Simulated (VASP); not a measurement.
# BaTiO3 in VASP: further runs

Runs on BaTiO3. Level: PBE+U. Tasks: relaxation of cell and atoms, single point.

Program: VASP 6.6.1. These are calculated values, not measurements. Logs are shortened: lines on timing, memory, paths and dates and some standing lists are left out, and cuts for length are marked.

## (1) The cell of the first run

The structure is cubic, space group Pm-3m (No. 221). Conventional cell: a = 3.770 Å, b = 3.770 Å, c = 3.770 Å, α = 90.00°, β = 90.00°, γ = 90.00°. Ba (site symmetry m-3m) has 12 O at 2.67 Å and 8 Ti at 3.27 Å within 3.5 Å. Within 2.5 Å of Ti (site symmetry m-3m) lie 6 O at 1.89 Å. Within 2.5 Å of O (site symmetry 4/mmm) lie 2 Ti at 1.89 Å.

## (2) Relaxation of cell and atoms, PBE+U, target pressure 50 GPa, at which the enthalpy is minimised

INCAR

```
SYSTEM = BaTiO3
PREC = Accurate
ENCUT = 600
EDIFF = 1E-7
ISMEAR = 0
SIGMA = 0.02
LREAL = .False.
LASPH = .True.
NELM = 150
ALGO = Normal
ISIF = 3
LWAVE = .False.
LCHARG = .False.
LMAXMIX = 4
LDAU = .True.
LDAUTYPE = 2
LDAUL = -1 2 -1
LDAUU = 0 4 0
LDAUJ = 0 0 0
LDAUPRINT = 1
GGA = PE
IBRION = 2
NSW = 70
EDIFFG = -0.008
PSTRESS = 500.0
```

KPOINTS

```
regular mesh
0
Gamma
  8 8 8
  0 0 0
```

POSCAR

```
BaTiO3
1.0
    3.7703303021      0.0000000000      0.0000000000
    0.0000000000      3.7703303021      0.0000000000
    0.0000000000      0.0000000000      3.7703303021
Ba Ti O
1 1 3
Direct
    0.5000000000      0.5000000000      0.5719993980
    0.0000000000      0.0000000000      0.0719993980
    0.0000000000      0.5000000000      0.0719993980
    0.5000000000      0.0000000000      0.0719993980
    0.0000000000      0.0000000000      0.5719993980
```

Potentials or basis: VASP PAW PBE potentials, release 64 (Ba_sv, Ti_sv, O).

Command:

```sh
$ cat potpaw_PBE.64/Ba_sv/POTCAR potpaw_PBE.64/Ti_sv/POTCAR potpaw_PBE.64/O/POTCAR > POTCAR
$ mpirun -np 1 vasp_std > vasp.out
```

OUTCAR:

```text
SYSTEM = BaTiO3
   PREC = Accurate
   ENCUT = 600
   EDIFF = 1E-7
   ISMEAR = 0
   LREAL = .False.
   LASPH = .True.
   NELM = 150
   ISIF = 3
   GGA = PE
   IBRION = 2
   NSW = 70
   EDIFFG = -0.008
   PSTRESS = 500.0

 ion  position               nearest neighbor table
   1  0.500  0.500  0.572-   3 2.67   4 2.67   5 2.67   3 2.67   4 2.67   4 2.67   5 2.67   4 2.67
                             3 2.67   5 2.67   3 2.67   5 2.67   2 3.27   2 3.27   2 3.27   2 3.27
   2  0.000  0.000  0.072-   3 1.89   4 1.89   5 1.89   5 1.89   3 1.89   4 1.89   1 3.27   1 3.27
                             1 3.27   1 3.27   1 3.27   1 3.27   1 3.27   1 3.27
   3  0.000  0.500  0.072-   2 1.89   2 1.89   1 2.67   1 2.67   1 2.67   1 2.67
   4  0.500  0.000  0.072-   2 1.89   2 1.89   1 2.67   1 2.67   1 2.67   1 2.67
   5  0.000  0.000  0.572-   2 1.89   2 1.89   1 2.67   1 2.67   1 2.67   1 2.67

  LATTYP: Found a simple cubic cell.
 ALAT       =     3.7703303021

  Lattice vectors:

 A1 = (   3.7703303021,   0.0000000000,   0.0000000000)
 A2 = (   0.0000000000,   3.7703303021,   0.0000000000)
 A3 = (   0.0000000000,   0.0000000000,   3.7703303021)

Analysis of symmetry for initial positions (statically):
=====================================================================
 Subroutine PRICEL returns:
 Original cell was already a primitive cell.

 Routine SETGRP: Setting up the symmetry group for a
 simple cubic supercell.

 Subroutine GETGRP returns: Found 48 space group operations
 (whereof  8 operations were pure point group operations)
 out of a pool of 48 trial point group operations.

The static configuration has the point symmetry C_4v.
 The point group associated with its full space group is O_h .

Analysis of symmetry for dynamics (positions and initial velocities):
=====================================================================
 Subroutine PRICEL returns:
 Original cell was already a primitive cell.

 Routine SETGRP: Setting up the symmetry group for a
 simple cubic supercell.

 Subroutine GETGRP returns: Found 48 space group operations
 (whereof  8 operations were pure point group operations)
 out of a pool of 48 trial point group operations.
[... 164 lines left out ...]

  FORCE on cell =-STRESS in cart. coord.  units (eV):
  Direction    XX          YY          ZZ          XY          YZ          ZX
  --------------------------------------------------------------------------------------
  -------------------------------------------------------------------------------------
  Total       18.9459532     18.9459532     18.9459532      0.0000000     -0.0000000      0.0000000
  in kB      566.3551410    566.3551410    566.3551410      0.0000000     -0.0000000      0.0000000
  external PRESSURE =      66.3551410 kB  Pullay stress =     500.0000000 kB
[... 65 lines left out ...]
  energy  without entropy=      -36.4198340412  energy(sigma->0) =      -36.41983404

  enthalpy is  TOTEN    =       -18.5957524698 eV   P V=       17.8240815714

atom =   2  type =  2  l = 2

 onsite density matrix

spin component  1

  0.1138  0.0000 -0.0000 -0.0000  0.0000
  0.0000  0.1138 -0.0000  0.0000 -0.0000
 -0.0000 -0.0000  0.2776  0.0000  0.0000
 -0.0000  0.0000  0.0000  0.1138 -0.0000
  0.0000 -0.0000  0.0000 -0.0000  0.2776

spin component  2

  0.1138  0.0000 -0.0000 -0.0000  0.0000
  0.0000  0.1138 -0.0000  0.0000 -0.0000
 -0.0000 -0.0000  0.2776  0.0000  0.0000
 -0.0000  0.0000  0.0000  0.1138 -0.0000
  0.0000 -0.0000  0.0000 -0.0000  0.2776

 occupancies and eigenvectors

  o =  0.1138  v =  0.0000  0.6766 -0.0000  0.7363 -0.0000  0.0000  0.0000  0.0000  0.0000  0.0000      0.0000  0.0000  0.0000  0.0000  0.0000  0.0000  0.0000  0.0000  0.0000  0.0000
  o =  0.1138  v =  0.0000  0.0000  0.0000  0.0000  0.0000  0.0000  0.6766 -0.0000  0.7363 -0.0000      0.0000  0.0000  0.0000  0.0000  0.0000  0.0000  0.0000  0.0000  0.0000  0.0000
  o =  0.1138  v =  0.0000  0.7363 -0.0000 -0.6766  0.0000  0.0000  0.0000  0.0000  0.0000  0.0000      0.0000  0.0000  0.0000  0.0000  0.0000  0.0000  0.0000  0.0000  0.0000  0.0000
  o =  0.1138  v =  0.0000  0.0000  0.0000  0.0000  0.0000  0.0000  0.7363 -0.0000 -0.6766  0.0000      0.0000  0.0000  0.0000  0.0000  0.0000  0.0000  0.0000  0.0000  0.0000  0.0000
  o =  0.1138  v =  1.0000  0.0000  0.0000  0.0000  0.0000  0.0000  0.0000  0.0000  0.0000  0.0000      0.0000  0.0000  0.0000  0.0000  0.0000  0.0000  0.0000  0.0000  0.0000  0.0000
  o =  0.1138  v =  0.0000  0.0000  0.0000  0.0000  0.0000  1.0000  0.0000  0.0000  0.0000  0.0000      0.0000  0.0000  0.0000  0.0000  0.0000  0.0000  0.0000  0.0000  0.0000  0.0000
  o =  0.2776  v =  0.0000  0.0000  0.9993  0.0000  0.0365  0.0000  0.0000  0.0000  0.0000  0.0000      0.0000  0.0000  0.0000  0.0000  0.0000  0.0000  0.0000  0.0000  0.0000  0.0000
  o =  0.2776  v =  0.0000  0.0000  0.0000  0.0000  0.0000  0.0000  0.0000  0.9993  0.0000  0.0365      0.0000  0.0000  0.0000  0.0000  0.0000  0.0000  0.0000  0.0000  0.0000  0.0000
  o =  0.2776  v =  0.0000  0.0000  0.0000  0.0000  0.0000  0.0000 -0.0000 -0.0365  0.0000  0.9993      0.0000  0.0000  0.0000  0.0000  0.0000  0.0000  0.0000  0.0000  0.0000  0.0000
  o =  0.2776  v =  0.0000 -0.0000 -0.0365  0.0000  0.9993  0.0000  0.0000  0.0000  0.0000  0.0000      0.0000  0.0000  0.0000  0.0000  0.0000  0.0000  0.0000  0.0000  0.0000  0.0000

--------------------------------------- Ionic step        3  -------------------------------------------

 number of electron      40.0000008 magnetization

 Free energy of the ion-electron system (eV)
  ---------------------------------------------------
  ext. energy  EPLUGINS =         0.00000000
  ---------------------------------------------------
  free energy    TOTEN  =       -35.75384615 eV

  energy without entropy =      -35.75384615  energy(sigma->0) =      -35.75384615

 E-fermi :   5.4029     XC(G=0): -12.1344

 val. band max:        5.3195320043   @ k =   0.0000   0.0000   0.0000
 cond. band min:       7.8794498239   @ k =   0.0000   0.0000   0.0000
 fundamental gap:      2.5599178195
 Fermi energy:         5.4028729164

 k-point     1 :       0.0000    0.0000    0.0000
  band No.  band energies     occupation
      1     -51.5893      2.00000
      2     -27.8636      2.00000
      3     -27.8636      2.00000
      4     -27.8636      2.00000
      5     -19.2656      2.00000
      6     -11.9442      2.00000
[... 637 lines left out ...]
     23      10.5669      0.00000
     24      11.9826      0.00000

 [... further k-points ...]

------------------------ aborting loop because EDIFF is reached ----------------------------------------

  FORCE on cell =-STRESS in cart. coord.  units (eV):
  Direction    XX          YY          ZZ          XY          YZ          ZX
  --------------------------------------------------------------------------------------
  -------------------------------------------------------------------------------------
  Total       16.9978536     16.9978536     16.9978536      0.0000000     -0.0000000      0.0000000
  in kB      498.9174732    498.9174732    498.9174732      0.0000000     -0.0000000      0.0000000
  external PRESSURE =      -1.0825268 kB  Pullay stress =     500.0000000 kB
[... 24 lines left out ...]
  energy  without entropy=      -35.7538461493  energy(sigma->0) =      -35.75384615

  enthalpy is  TOTEN    =       -18.7191114156 eV   P V=       17.0347347337

 reached required accuracy - stopping structural energy minimisation
```

OSZICAR:

```text
N       E                     dE             d eps       ncg     rms          rms(c)
DAV:   1     0.497660983645E+03    0.49766E+03   -0.22351E+04  1688   0.203E+03
DAV:   2     0.519920149980E+01   -0.49246E+03   -0.48357E+03  2008   0.536E+02
DAV:   3    -0.447823501903E+02   -0.49982E+02   -0.49455E+02  2304   0.160E+02
DAV:   4    -0.466665707739E+02   -0.18842E+01   -0.18831E+01  2400   0.303E+01
[... 36 lines left out ...]
DAV:   8    -0.357538448679E+02   -0.23315E-04   -0.56363E-05  2032   0.511E-02    0.139E-02
DAV:   9    -0.357538471678E+02   -0.22998E-05   -0.15159E-05  2312   0.278E-02    0.308E-03
DAV:  10    -0.357538463766E+02    0.79119E-06   -0.89566E-07  2416   0.686E-03    0.235E-03
DAV:  11    -0.357538461604E+02    0.21620E-06   -0.80109E-07  2200   0.551E-03    0.306E-03
DAV:  12    -0.357538461493E+02    0.11059E-07   -0.18205E-07  1552   0.398E-03
   3 F= -.18719111E+02 E0= -.18719111E+02  d E =-.198192E-01
```

Wall time 64 s (1 thread of Intel Xeon 6975P-C (Granite Rapids), shared host); peak memory 0.21 GiB.

What came out:

| Item | Value |
| --- | --- |
| Free energy | -35.7538 eV |
| Relaxed volume | 10.92 Å³/atom |
| Relaxed cell | a = 3.793 Å, b = 3.793 Å, c = 3.793 Å, α = 90.00°, β = 90.00°, γ = 90.00° |
| Space group after relaxing (to 0.05 Å) | Pm-3m (No. 221) |
| Energy change on relaxing (the enthalpy is what falls) | -65.7 meV/atom |
| Ionic steps | 3 |
| Pressure after relaxing | 49.9 GPa |
| Band gap on the k mesh | 2.56 eV, direct |

Step by step:
| step | energy change (eV) | largest force (eV/Å) | pressure (GPa) | volume (Å³) |
| --- | --- | --- | --- | --- |
| 1 | 0.0000 | 0.0000 | 56.64 | 53.60 |
| 2 | -0.9943 | 0.0000 | 35.02 | 57.11 |
| 3 | -0.3283 | 0.0000 | 49.89 | 54.59 |

Final structure:
```
CELL_PARAMETERS angstrom
3.79337 0.00000 0.00000
0.00000 3.79337 0.00000
0.00000 0.00000 3.79337
ATOMIC_POSITIONS crystal
Ba 0.50000 0.50000 0.57200
Ti 0.00000 0.00000 0.07200
O 0.00000 0.50000 0.07200
O 0.50000 0.00000 0.07200
O 0.00000 0.00000 0.57200
```

Eigenvalues of the final occupation matrices:
```
    site  spin  trace               eigenvalues
site 2 d     1   0.90  0.11 0.11 0.11 0.28 0.28
site 2 d     2   0.90  0.11 0.11 0.11 0.28 0.28
```

Caveat: the cell is relaxed towards a set pressure, so the enthalpy falls and the energy may rise; spin-orbit coupling is left out, which moves the levels of the heavy elements. A k mesh can miss the band edges.

## (3) Relaxation of cell and atoms, PBE+U, target pressure 90 GPa, at which the enthalpy is minimised

This run uses another cell than the first one, of 9.90 Å³/atom, 0.923 times its volume.

INCAR

```
SYSTEM = BaTiO3
PREC     = Accurate       ! precision mode
ENCUT    = 600            ! plane-wave cutoff, eV
EDIFF    = 1E-6           ! SCF threshold, eV
ISMEAR   = 0              ! smearing method
SIGMA    = 0.02           ! smearing width, eV
LREAL    = .FALSE.        ! projectors in reciprocal space
LASPH    = .TRUE.         ! aspherical terms in the spheres
NELM     = 150            ! most SCF steps
ALGO     = Normal         ! electronic algorithm
ISIF     = 3              ! what is computed and relaxed
LWAVE    = .FALSE.        ! write WAVECAR
LCHARG   = .FALSE.        ! write CHGCAR
LMAXMIX  = 4              ! l up to which the mixer works
LDAU     = .TRUE.         ! DFT+U
LDAUTYPE = 2            
LDAUL    = -1 2 -1        ! shell
LDAUU    = 0 4 0          ! U, eV
LDAUJ    = 0 0 0        
LDAUPRINT= 1            
GGA      = PE             ! functional
IBRION   = 2              ! ionic algorithm
NSW      = 70             ! ionic steps
EDIFFG   = -0.008         ! ionic threshold
PSTRESS  = 900.0
```

KPOINTS

```
regular mesh
0
G
  8 8 8
  0 0 0
```

POSCAR: that of step 2 with these lines changed.

```diff
@@ -2,5 +2,5 @@
 1.0
-    3.7703303021      0.0000000000      0.0000000000
-    0.0000000000      3.7703303021      0.0000000000
-    0.0000000000      0.0000000000      3.7703303021
+    3.6711118517      0.0000000000      0.0000000000
+    0.0000000000      3.6711118517      0.0000000000
+    0.0000000000      0.0000000000      3.6711340658
 Ba Ti O
```

Potentials or basis: VASP PAW PBE potentials, release 64 (Ba_sv, Ti_sv, O).

Command:

```sh
$ cat potpaw_PBE.64/Ba_sv/POTCAR potpaw_PBE.64/Ti_sv/POTCAR potpaw_PBE.64/O/POTCAR > POTCAR
$ mpirun -np 1 vasp_std > vasp.out
```

OUTCAR:

```text
SYSTEM = BaTiO3
   PREC = Accurate
   ENCUT = 600
   EDIFF = 1E-6
   ISMEAR = 0
   LREAL = .FALSE.
   LASPH = .TRUE.
   NELM = 150
   ISIF = 3
   GGA = PE
   IBRION = 2
   NSW = 70
   EDIFFG = -0.008
   PSTRESS = 900.0

 ion  position               nearest neighbor table
   1  0.500  0.500  0.572-   5 2.60   5 2.60   5 2.60   5 2.60   4 2.60   4 2.60   4 2.60   4 2.60
                             3 2.60   3 2.60   3 2.60   3 2.60   2 3.18   2 3.18   2 3.18   2 3.18
   2  0.000  0.000  0.072-   3 1.84   4 1.84   3 1.84   4 1.84   5 1.84   5 1.84   1 3.18   1 3.18
                             1 3.18   1 3.18   1 3.18   1 3.18   1 3.18   1 3.18
   3  0.000  0.500  0.072-   2 1.84   2 1.84   1 2.60   1 2.60   1 2.60   1 2.60
   4  0.500  0.000  0.072-   2 1.84   2 1.84   1 2.60   1 2.60   1 2.60   1 2.60
   5  0.000  0.000  0.572-   2 1.84   2 1.84   1 2.60   1 2.60   1 2.60   1 2.60
[... 317 lines left out ...]
  ext. energy  EPLUGINS =         0.00000000
  ---------------------------------------------------
  free energy    TOTEN  =       -33.64590360 eV

  energy without entropy =      -33.64590360  energy(sigma->0) =      -33.64590360

 E-fermi :   6.6450     XC(G=0): -12.6605

 val. band max:        6.3696994870   @ k =   0.0000   0.0000   0.0000
 cond. band min:       8.9235512637   @ k =   0.0000   0.0000   0.0000
 fundamental gap:      2.5538517768
 Fermi energy:         6.6450009908

 k-point     1 :       0.0000    0.0000    0.0000
  band No.  band energies     occupation
      1     -50.2067      2.00000
      2     -26.5747      2.00000
      3     -26.5747      2.00000
      4     -26.5745      2.00000
      5     -18.4047      2.00000
      6     -11.1329      2.00000
[... 637 lines left out ...]
     23      12.0351      0.00000
     24      13.8531      0.00000

 [... further k-points ...]

------------------------ aborting loop because EDIFF is reached ----------------------------------------

  FORCE on cell =-STRESS in cart. coord.  units (eV):
  Direction    XX          YY          ZZ          XY          YZ          ZX
  --------------------------------------------------------------------------------------
  -------------------------------------------------------------------------------------
  Total       27.8983912     27.8983912     27.8987700      0.0000000      0.0000000     -0.0000000
  in kB      899.6756937    899.6756937    899.6879096      0.0000000      0.0000000     -0.0000000
  external PRESSURE =      -0.3202344 kB  Pullay stress =     900.0000000 kB
[... 24 lines left out ...]
  energy  without entropy=      -33.6459036046  energy(sigma->0) =      -33.64590360

  enthalpy is  TOTEN    =        -5.7374558627 eV   P V=       27.9084477419

 reached required accuracy - stopping structural energy minimisation
```

OSZICAR:

```text
N       E                     dE             d eps       ncg     rms          rms(c)
DAV:   1     0.497616280960E+03    0.49762E+03   -0.22463E+04  1680   0.204E+03
DAV:   2     0.824832809165E+01   -0.48937E+03   -0.48076E+03  2000   0.543E+02
DAV:   3    -0.426043069957E+02   -0.50853E+02   -0.49570E+02  2344   0.162E+02
[... 31 lines left out ...]
DAV:   5    -0.336456085838E+02   -0.47035E-03   -0.97169E-04  2296   0.193E-01    0.831E-02
DAV:   6    -0.336458607375E+02   -0.25215E-03   -0.51750E-04  2384   0.118E-01    0.445E-02
DAV:   7    -0.336459006763E+02   -0.39939E-04   -0.14511E-04  2344   0.101E-01    0.637E-03
DAV:   8    -0.336459033991E+02   -0.27228E-05   -0.14077E-05  2264   0.210E-02    0.379E-03
DAV:   9    -0.336459036046E+02   -0.20549E-06   -0.11906E-06  1256   0.110E-02
   3 F= -.57374559E+01 E0= -.57374559E+01  d E =-.131465E-02
```

CONTCAR:

```text
BaTiO3
   1.00000000000000
     3.6762096335615828    0.0000000000000000    0.0000000000000000
     0.0000000000000000    3.6762096335615828    0.0000000000000000
    -0.0000000000000000   -0.0000000000000000    3.6762345915018027
  Ba              Ti              O
     1     1     3
Direct
     0.5000000000000000    0.5000000000000000    0.5719993980000027
     0.0000000000000000    0.0000000000000000    0.0719993980000027
     0.0000000000000000    0.5000000000000000    0.0719993980000027
     0.5000000000000000    0.0000000000000000    0.0719993980000027
     0.0000000000000000    0.0000000000000000    0.5719993980000027

  0.00000000E+00  0.00000000E+00  0.00000000E+00
  0.00000000E+00  0.00000000E+00  0.00000000E+00
  0.00000000E+00  0.00000000E+00  0.00000000E+00
  0.00000000E+00  0.00000000E+00  0.00000000E+00
  0.00000000E+00  0.00000000E+00  0.00000000E+00
```

Wall time 2.5 min (1 thread of Intel Xeon Platinum 8259CL at 2.50GHz (Skylake/Cascade Lake), shared host); peak memory 0.21 GiB.

What came out:

- Free energy: -33.6459 eV
- Relaxed volume: 9.94 Å³/atom
- Relaxed cell: a = 3.676 Å, b = 3.676 Å, c = 3.676 Å, α = 90.00°, β = 90.00°, γ = 90.00°
- Space group after relaxing (to 0.05 Å): Pm-3m (No. 221)
- Energy change on relaxing (the enthalpy is what falls): -23.5 meV/atom
- Ionic steps: 3
- Pressure after relaxing: 90.0 GPa
- Band gap on the k mesh: 2.55 eV, direct

The path:
```tsv
step	energy change (eV)	largest force (eV/Å)	pressure (GPa)	volume (Å³)
1	0.0000	0.0000	92.09	49.48
2	-0.5087	0.0000	82.91	50.41
3	-0.1173	0.0000	89.97	49.68
```

Final structure:
```
Ba Ti O
1.0
     3.67621    0.00000    0.00000
     0.00000    3.67621    0.00000
     0.00000    0.00000    3.67623
Ba Ti O
1 1 3
Direct
  0.50000 0.50000 0.57200
  0.00000 0.00000 0.07200
  0.00000 0.50000 0.07200
  0.50000 0.00000 0.07200
  0.00000 0.00000 0.57200
```

Eigenvalues of the final occupation matrices:
| site | spin | trace | eigenvalues |
| --- | --- | --- | --- |
| site 2 d | 1 | 0.98 | 0.12 0.12 0.12 0.31 0.31 |
| site 2 d | 2 | 0.98 | 0.12 0.12 0.12 0.31 0.31 |

Caveat: the cell is relaxed towards a set pressure, so the enthalpy falls and the energy may rise; spin-orbit coupling is left out, which moves the levels of the heavy elements. A k mesh can miss the band edges.

(Continued in part 2 of 2.)
